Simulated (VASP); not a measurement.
Crystal: AlFe.

```
Al Fe
1.0
     2.91000    0.00000    0.00000
     0.00000    2.91000    0.00000
     0.00000    0.00000    2.91000
Al Fe
1 1
Direct
  0.00000 0.00000 0.00000
  0.50000 0.50000 0.50000
```

Base run:

| Item | Value |
| --- | --- |
| Program | VASP 6.6.1 |
| Functional | PBE |
| Potentials or basis | VASP PAW PBE potentials, release 64 (Al, Fe) |
| Cutoff | 520 eV |
| k mesh | 11 × 11 × 11 |
| Occupations | fermi-dirac, width 0.1 eV |
| Spin | no spin polarisation |

Its results: pressure -6.6 GPa.

Task: The run is repeated on the same cell with these changes: spin from no spin polarisation to collinear spin, ferromagnetic start; further incar settings from ALGO = Normal; EDIFF = 1e-07; NBANDS = 12 to ALGO = Normal; EDIFF = 1e-06; NBANDS = 16. What comes out?

Result: Pressure -5.7 GPa; net moment 0.71 μB per cell; site moments Al -0.03; Fe +0.76 μB.
